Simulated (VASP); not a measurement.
# BiTe3 (Pm-3m) in VASP: notebook, part 2 of 2

VASP 6.6.1. The steps go on from the part before.

## (4) Single point, PBE (56.22 Å³/atom)

This run uses another cell than the first one, of 56.22 Å³/atom.

Input file INCAR:

```
PREC = Accurate
ENCUT = 520
EDIFF = 1E-6
ISMEAR = 0
SIGMA = 0.05
LREAL = F
LASPH = T
NELM = 100
ALGO = Normal
ISIF = 2
LWAVE = F
LCHARG = F
GGA = PE
NBANDS = 24
```

Input file KPOINTS:

```
regular mesh
0
Gamma
  6 6 6
```

Input file POSCAR:

```
BiTe3
1.0
    6.0812841369      0.0000000000      0.0000000000
    0.0000000000      6.0812841369      0.0000000000
    0.0000000000      0.0000000000      6.0812841369
Bi Te
1 3
Direct
    0.0000000000      0.0000000000      0.0000000000
    0.5000000000      0.0000000000      0.0000000000
    0.0000000000      0.0000000000      0.5000000000
    0.0000000000      0.5000000000      0.0000000000
```

Potentials or basis: VASP PAW PBE potentials, release 64 (Bi_d, Te).

Started as:

```sh
$ cat potpaw_PBE.64/Bi_d/POTCAR potpaw_PBE.64/Te/POTCAR > POTCAR
$ mpirun -np 1 vasp_std > vasp.out
```

OUTCAR:

```text
PREC = Accurate
   ENCUT = 520
   EDIFF = 1E-6
   ISMEAR = 0
   LREAL = F
   LASPH = T
   NELM = 100
   ISIF = 2
   GGA = PE

 ion  position               nearest neighbor table
   1  0.000  0.000  0.000-   2 3.04   3 3.04   4 3.04   3 3.04   4 3.04   2 3.04
   2  0.500  0.000  0.000-   1 3.04   1 3.04
   3  0.000  0.000  0.500-   1 3.04   1 3.04
   4  0.000  0.500  0.000-   1 3.04   1 3.04

  LATTYP: Found a simple cubic cell.
[... 730 lines left out ...]

  FORCE on cell =-STRESS in cart. coord.  units (eV):
  Direction    XX          YY          ZZ          XY          YZ          ZX
  --------------------------------------------------------------------------------------
  -------------------------------------------------------------------------------------
  Total       -0.5483215     -0.5483215     -0.5483215     -0.0000000      0.0000000      0.0000000
  in kB       -3.9062491     -3.9062491     -3.9062491     -0.0000000      0.0000000      0.0000000
  external PRESSURE =      -3.9062491 kB  Pullay stress =       0.0000000 kB

 VOLUME and BASIS-vectors are now :
 -----------------------------------------------------------------------------
  energy-cutoff  :      520.00
  volume of cell :      224.90
      direct lattice vectors                 reciprocal lattice vectors
     6.081284137  0.000000000  0.000000000     0.164438954  0.000000000  0.000000000
     0.000000000  6.081284137  0.000000000     0.000000000  0.164438954  0.000000000
     0.000000000  0.000000000  6.081284137     0.000000000  0.000000000  0.164438954

 POSITION                                       TOTAL-FORCE (eV/Angst)
 -----------------------------------------------------------------------------------
      0.00000      0.00000      0.00000         0.000000      0.000000      0.000000
      3.04064      0.00000      0.00000         0.000000      0.000000      0.000000
      0.00000      0.00000      3.04064         0.000000      0.000000      0.000000
      0.00000      3.04064      0.00000         0.000000      0.000000      0.000000
 -----------------------------------------------------------------------------------
    total drift:                                0.000000      0.000000      0.000000

  FREE ENERGIE OF THE ION-ELECTRON SYSTEM (eV)
  ---------------------------------------------------
  free  energy   TOTEN  =       -10.6925379707 eV

  energy  without entropy=      -10.6728050716  energy(sigma->0) =      -10.68267152
```

OSZICAR:

```text
N       E                     dE             d eps       ncg     rms          rms(c)
DAV:   1     0.229813667870E+03    0.22981E+03   -0.12781E+04   984   0.109E+03
DAV:   2     0.747539028500E+01   -0.22234E+03   -0.21566E+03  1160   0.253E+02
DAV:   3    -0.102817446074E+02   -0.17757E+02   -0.17500E+02  1192   0.861E+01
DAV:   4    -0.108647349131E+02   -0.58299E+00   -0.58028E+00  1352   0.181E+01
DAV:   5    -0.108817839044E+02   -0.17049E-01   -0.17048E-01  1392   0.266E+00    0.439E+00
DAV:   6    -0.106907138393E+02    0.19107E+00   -0.29908E-01  1288   0.459E+00    0.317E+00
DAV:   7    -0.106927520371E+02   -0.20382E-02   -0.85398E-02  1184   0.117E+00    0.136E+00
DAV:   8    -0.106924285804E+02    0.32346E-03   -0.54812E-03  1256   0.637E-01    0.296E-01
DAV:   9    -0.106925306494E+02   -0.10207E-03   -0.71936E-04  1360   0.177E-01    0.577E-02
DAV:  10    -0.106925365999E+02   -0.59504E-05   -0.97296E-05  1160   0.500E-02    0.383E-02
DAV:  11    -0.106925402578E+02   -0.36579E-05   -0.48674E-05  1072   0.424E-02    0.211E-02
DAV:  12    -0.106925380437E+02    0.22141E-05   -0.40459E-06  1232   0.190E-02    0.462E-03
DAV:  13    -0.106925379707E+02    0.72950E-07   -0.24367E-06   864   0.769E-03
   1 F= -.10692538E+02 E0= -.10682672E+02  d E =-.197329E-01
```

It took 1.8 min on 1 thread of Intel Xeon 8259CL, shared host; peak memory 0.37 GiB.

What came out:

- Free energy: -10.6925 eV
- Pressure: -0.4 GPa
- Band gap on the k mesh: zero (an odd number of electrons rules out a gap without spin polarisation)

Levels at points of the mesh, in eV from the Fermi level:
```
           k point  band 15  band 16  band 17  band 18  band 19  band 20
(0.00, 0.00, 0.00)    -0.23    -0.15    -0.15    -0.15     4.40     5.24
(0.50, 0.00, 0.00)    -0.41    -0.17    -0.17    -0.16     1.47     5.45
(0.50, 0.50, 0.00)    -0.62    -0.51     0.22     0.60     1.15     1.15
(0.50, 0.50, 0.50)     0.53     0.53     0.53     0.59     0.61     0.61
```

Caveat: spin-orbit coupling is left out, which moves the levels of the heavy elements.

## (5) Single point, PBE (57.33 Å³/atom)

This run uses another cell than the first one, of 57.33 Å³/atom.

Input file INCAR:

```
SYSTEM = BiTe3
ALGO = Normal
EDIFF = 1E-7
ENCUT = 520
GGA = PE
ISIF = 2
ISMEAR = 0
LASPH = .TRUE.
LCHARG = .FALSE.
LREAL = .FALSE.
LWAVE = .FALSE.
NBANDS = 24
NELM = 100
PREC = Accurate
SIGMA = 0.05
```

Input file KPOINTS:

```
k-points
0
G
  6 6 6
  0 0 0
```

Input file POSCAR:

```
BiTe3
1.0
    6.1207741014      0.0000000000      0.0000000000
    0.0000000000      6.1207741014      0.0000000000
    0.0000000000      0.0000000000      6.1207741014
Bi Te
1 3
Direct
    0.0000000000      0.0000000000      0.0000000000
    0.5000000000      0.0000000000      0.0000000000
    0.0000000000      0.0000000000      0.5000000000
    0.0000000000      0.5000000000      0.0000000000
```

Started as:

```sh
$ cat potpaw_PBE.64/Bi_d/POTCAR potpaw_PBE.64/Te/POTCAR > POTCAR
$ mpirun -np 1 vasp_std > vasp.out
```

Wall time 2.1 min (1 thread of Intel Xeon 8259CL, shared host); peak memory 0.37 GiB.

The run converged. Its results:

- Free energy: -10.6770 eV
- Pressure: -0.7 GPa
- Band gap on the k mesh: zero (an odd number of electrons rules out a gap without spin polarisation)

Levels at points of the mesh, in eV from the Fermi level:
```
           k point  band 15  band 16  band 17  band 18  band 19  band 20
(0.00, 0.00, 0.00)    -0.22    -0.14    -0.14    -0.14     4.40     5.27
(0.50, 0.00, 0.00)    -0.39    -0.18    -0.16    -0.16     1.45     5.46
(0.50, 0.50, 0.00)    -0.59    -0.51     0.17     0.58     1.12     1.12
(0.50, 0.50, 0.50)     0.50     0.50     0.50     0.52     0.59     0.59
```

Caveat: spin-orbit coupling is left out, which moves the levels of the heavy elements.

## (6) Single point, PBE (58.98 Å³/atom)

This run uses another cell than the first one, of 58.98 Å³/atom.

Input file INCAR:

```
  ALGO = Normal
  EDIFF = 1E-7
  ENCUT = 520
  GGA = PE
  ISIF = 2
  ISMEAR = 0
  LASPH = T
  LCHARG = T
  LELF = T
  LREAL = F
  LVHAR = T
  LWAVE = F
  NBANDS = 24
  NELM = 60
  PREC = Accurate
  SIGMA = 0.05
```

Input file KPOINTS:

```
k-points
0
Gamma
  6 6 6
```

Input file POSCAR:

```
BiTe3
1.0
    6.1790706967      0.0000000000      0.0000000000
    0.0000000000      6.1790706967      0.0000000000
    0.0000000000      0.0000000000      6.1790706967
Bi Te
1 3
Direct
    0.0000000000      0.0000000000      0.0000000000
    0.5000000000      0.0000000000      0.0000000000
    0.0000000000      0.0000000000      0.5000000000
    0.0000000000      0.5000000000      0.0000000000
```

Potentials or basis: VASP PAW PBE potentials, release 64 (Bi_d, Te).

Started as:

```sh
$ cat potpaw_PBE.64/Bi_d/POTCAR potpaw_PBE.64/Te/POTCAR > POTCAR
$ mpirun -np 1 vasp_std > vasp.out
```

Run time: 2.1 min. Hardware: 1 thread of Intel Xeon 8259CL, shared host; peak memory 0.38 GiB.

It converged, with:

```yaml
Free_energy: -10.6368 eV
Pressure: -1.2 GPa
Band_gap_on_the_k_mesh: zero (an odd number of electrons rules out a gap without spin polarisation)
```

Levels at points of the mesh, in eV from the Fermi level:
```tsv
k point	band 15	band 16	band 17	band 18	band 19	band 20
(0.00, 0.00, 0.00)	-0.21	-0.13	-0.13	-0.13	4.41	5.29
(0.50, 0.00, 0.00)	-0.36	-0.21	-0.15	-0.15	1.40	5.35
(0.50, 0.50, 0.00)	-0.56	-0.51	0.11	0.55	1.08	1.08
(0.50, 0.50, 0.50)	0.42	0.47	0.47	0.47	0.56	0.56
```

Caveat: spin-orbit coupling is left out, which moves the levels of the heavy elements.

## (7) Summary

| level | potentials or basis | cell | gap on the mesh (eV) | pressure (GPa) |
| --- | --- | --- | --- | --- |
| PBEsol | VASP PAW PBE potentials, release 64 (Bi_d, Te) | a = 6.041 Å, 4 atoms | none | -1.2 |
| LDA | VASP PAW LDA potentials, release 64 (Bi_d, Te) | a = 6.041 Å, 4 atoms | none | -1.8 |
| PBE | VASP PAW PBE potentials, release 64 (Bi_d, Te) | a = 6.081 Å, 4 atoms | none | -0.4 |
| PBE | VASP PAW PBE potentials, release 64 (Bi_d, Te) | a = 6.121 Å, 4 atoms | none | -0.7 |
| PBE | VASP PAW PBE potentials, release 64 (Bi_d, Te) | a = 6.179 Å, 4 atoms | none | -1.2 |

Alike in all rows: task single point; no spin polarisation; k mesh 6 × 6 × 6; cutoff (eV) 520; smearing gaussian 0.05 eV.

Caveats: spin-orbit coupling is left out, which moves the levels of the heavy elements; the PAW data sets were made with another functional, which shifts forces and pressure a little (at least some runs).

Absolute energies hang on the potentials; compare differences alone.
